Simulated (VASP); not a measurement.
# MoS2 in VASP: a series of runs, part 2 of 2

VASP 6.6.1.

**4. Single point, LDA**

This run uses another cell than the first one: it holds 12 atoms, not 6.

File INCAR:

```
SYSTEM = MoS2
PREC = Accurate
ENCUT = 520
EDIFF = 1E-6
ISMEAR = 0
SIGMA = 0.02
LREAL = .FALSE.
LASPH = .TRUE.
NELM = 60
ALGO = Normal
ISIF = 2
LWAVE = .FALSE.
LCHARG = .FALSE.
LDIPOL = .TRUE.
IDIPOL = 3
DIPOL = 0.5 0.5 0.500
NBANDS = 64
```

File KPOINTS:

```
Automatic mesh
0
G
  12 12 1
  0 0 0
```

File POSCAR:

```
MoS2
1.0
    3.1505197744      0.0000000000      0.0000000000
   -1.5752598872      2.7284301597      0.0000000000
    0.0000000000      0.0000000000     68.5325736529
S Mo
8 4
Direct
    0.3333333333      0.6666666667      0.3446932322
    0.3333333333      0.6666666667      0.3904278144
    0.6666666667      0.3333333333      0.4330415623
    0.6666666667      0.3333333333      0.4787283601
    0.3333333333      0.6666666667      0.5212716399
    0.3333333333      0.6666666667      0.5669584377
    0.6666666667      0.3333333333      0.6095721856
    0.6666666667      0.3333333333      0.6553067678
    0.6666666667      0.3333333333      0.3675722192
    0.3333333333      0.6666666667      0.4558852580
    0.6666666667      0.3333333333      0.5441147420
    0.3333333333      0.6666666667      0.6324277808
```

Potentials or basis: VASP PAW LDA potentials, release 64 (S, Mo_sv).

The run is started by

```console
$ cat potpaw_LDA.64/S/POTCAR potpaw_LDA.64/Mo_sv/POTCAR > POTCAR
$ mpirun -np 1 vasp_std > vasp.out
```

OUTCAR:

```text
SYSTEM = MoS2
   PREC = Accurate
   ENCUT = 520
   EDIFF = 1E-6
   ISMEAR = 0
   LREAL = .FALSE.
   LASPH = .TRUE.
   NELM = 60
   ISIF = 2

 ion  position               nearest neighbor table
   1  0.333  0.667  0.345-   9 2.40   9 2.40   9 2.40
   2  0.333  0.667  0.390-   9 2.40   9 2.40   9 2.40
   3  0.667  0.333  0.433-  10 2.40  10 2.40  10 2.40
   4  0.667  0.333  0.479-  10 2.40  10 2.40  10 2.40
   5  0.333  0.667  0.521-  11 2.40  11 2.40  11 2.40
   6  0.333  0.667  0.567-  11 2.40  11 2.40  11 2.40
   7  0.667  0.333  0.610-  12 2.40  12 2.40  12 2.40
   8  0.667  0.333  0.655-  12 2.40  12 2.40  12 2.40
   9  0.667  0.333  0.368-   2 2.40   2 2.40   2 2.40   1 2.40   1 2.40   1 2.40
  10  0.333  0.667  0.456-   4 2.40   4 2.40   4 2.40   3 2.40   3 2.40   3 2.40
  11  0.667  0.333  0.544-   5 2.40   5 2.40   5 2.40   6 2.40   6 2.40   6 2.40
  12  0.333  0.667  0.632-   7 2.40   7 2.40   7 2.40   8 2.40   8 2.40   8 2.40

  LATTYP: Found a hexagonal cell.
[... 1479 lines left out ...]

------------------------ aborting loop because EDIFF is reached ----------------------------------------

 vacuum level on the upper side and lower side of the slab       (xc-potential included)        -0.006        -0.006

  FORCE on cell =-STRESS in cart. coord.  units (eV):
  Direction    XX          YY          ZZ          XY          YZ          ZX
  --------------------------------------------------------------------------------------
  -------------------------------------------------------------------------------------
  Total       -5.1244162     -5.1244162     -5.3172072      0.0000000      0.0000000      0.0000000
  in kB      -13.9367943    -13.9367943    -14.4611247      0.0000000      0.0000000      0.0000000
  external PRESSURE =     -14.1115711 kB  Pullay stress =       0.0000000 kB

 VOLUME and BASIS-vectors are now :
 -----------------------------------------------------------------------------
  energy-cutoff  :      520.00
  volume of cell :      589.10
      direct lattice vectors                 reciprocal lattice vectors
     3.150519774  0.000000000  0.000000000     0.317407943  0.183255561  0.000000000
    -1.575259887  2.728430160  0.000000000     0.000000000  0.366511122  0.000000000
     0.000000000  0.000000000 68.532573653     0.000000000  0.000000000  0.014591601

 POSITION                                       TOTAL-FORCE (eV/Angst)
 -----------------------------------------------------------------------------------
     -0.00000      1.81895     23.62271        -0.000000      0.000000      0.477579
     -0.00000      1.81895     26.75702        -0.000000      0.000000     -0.400134
      1.57526      0.90948     29.67745        -0.000000      0.000000      0.384980
      1.57526      0.90948     32.80849         0.000000      0.000000     -0.386800
     -0.00000      1.81895     35.72409        -0.000000      0.000000      0.386800
     -0.00000      1.81895     38.85512        -0.000000      0.000000     -0.384980
      1.57526      0.90948     41.77555         0.000000      0.000000      0.400134
      1.57526      0.90948     44.90986        -0.000000      0.000000     -0.477579
      1.57526      0.90948     25.19067         0.000000      0.000000     -0.073585
     -0.00000      1.81895     31.24299         0.000000     -0.000000     -0.001651
      1.57526      0.90948     37.28958        -0.000000      0.000000      0.001651
     -0.00000      1.81895     43.34190         0.000000      0.000000      0.073585
 -----------------------------------------------------------------------------------
    total drift:                                0.000000     -0.000000      0.000000

  FREE ENERGIE OF THE ION-ELECTRON SYSTEM (eV)
  ---------------------------------------------------
  free  energy   TOTEN  =       -97.7400764525 eV

  energy  without entropy=      -97.7400764525  energy(sigma->0) =      -97.74007645

 vacuum level on the upper side and lower side of the slab         4.660         4.660
```

stdout:

```text
POSCAR found type information on POSCAR S Mo
 POSCAR found :  2 types and      12 ions
 scaLAPACK will be used
 LDA part: xc-table for (Slater(with rela. corr.)+CA(PZ))
 , standard interpolation
 -----------------------------------------------------------------------------
|                                                                             |
|           W    W    AA    RRRRR   N    N  II  N    N   GGGG   !!!           |
|           W    W   A  A   R    R  NN   N  II  NN   N  G    G  !!!           |
|           W    W  A    A  R    R  N N  N  II  N N  N  G       !!!           |
|           W WW W  AAAAAA  RRRRR   N  N N  II  N  N N  G  GGG   !            |
|           WW  WW  A    A  R   R   N   NN  II  N   NN  G    G                |
|           W    W  A    A  R    R  N    N  II  N    N   GGGG   !!!           |
|                                                                             |
|     One of the lattice vectors is very long (>50 A), but AMIN is rather     |
|     large. This can spoil convergence since charge sloshing might occur     |
|     along the long lattice vector. If problems with convergence are         |
|     observed, try to decrease AMIN to a smaller value (e.g. 0.01).          |
|     Note: This warning only applies if the self-consistency cycle is        |
|     used.                                                                   |
|                                                                             |
 -----------------------------------------------------------------------------

 POSCAR, INCAR and KPOINTS ok, starting setup
 FFT: planning ... GRIDC
 FFT: planning ... GRID_SOFT
 FFT: planning ... GRID
 WAVECAR not read
 entering main loop
```

It took 31 min on 1 thread of Oxide Virtual Turin-like, shared host; peak memory 0.74 GiB.

What came out:

```
Free energy            : -97.7401 eV
Largest force          : 0.478 eV/Å
Band gap on the k mesh : 0.86 eV (least direct gap 1.72 eV)
```

Forces in eV/Å, atoms in the order of the input:
```
S    0.000  0.000  0.478
S    0.000  0.000 -0.400
S    0.000  0.000  0.385
S    0.000  0.000 -0.387
S    0.000  0.000  0.387
S    0.000  0.000 -0.385
S    0.000  0.000  0.400
S    0.000  0.000 -0.478
Mo   0.000  0.000 -0.074
Mo   0.000  0.000 -0.002
Mo   0.000  0.000  0.002
Mo   0.000  0.000  0.074
```

Levels at points of the mesh, in eV from the valence-band top:
| k point | band 49 | band 50 | band 51 | band 52 | band 53 | band 54 | band 55 | band 56 |
| --- | --- | --- | --- | --- | --- | --- | --- | --- |
| (0.00, 0.00, 0.00) | -1.10 | -0.52 | -0.19 | 0.00 | 2.13 | 2.13 | 2.14 | 2.14 |
| (0.50, 0.00, 0.00) | -1.42 | -1.37 | -1.32 | -1.30 | 1.65 | 1.66 | 1.68 | 1.69 |

**5. Summary**

```tsv
level	potentials or basis	cell	gap on the mesh (eV)	largest force (eV/Å)
r2SCAN	VASP PAW PBE potentials, release 64 (S, Mo_sv)	a = 3.184, b = 3.184, c = 44.353 Å, angles 90.0, 90.0, 120.0°, 6 atoms, atomic positions A	1.38	0.01
LDA	VASP PAW LDA potentials, release 64 (S, Mo_sv)	a = 3.152, b = 3.152, c = 44.353 Å, angles 90.0, 90.0, 120.0°, 6 atoms, atomic positions B	1.16	0.48
LDA	VASP PAW LDA potentials, release 64 (S, Mo_sv)	a = 3.151, b = 3.151, c = 68.533 Å, angles 90.0, 90.0, 120.0°, 12 atoms, atomic positions C	0.86	0.48
```

Alike in all rows: task single point; no spin polarisation; k mesh 12 × 12 × 1; cutoff (eV) 520; smearing gaussian 0.02 eV.

Caveats: the PAW data sets were made with another functional, which shifts forces and pressure a little (at least some runs).

Total energies depend on the potentials used, so only differences within one code and one set of settings carry meaning.
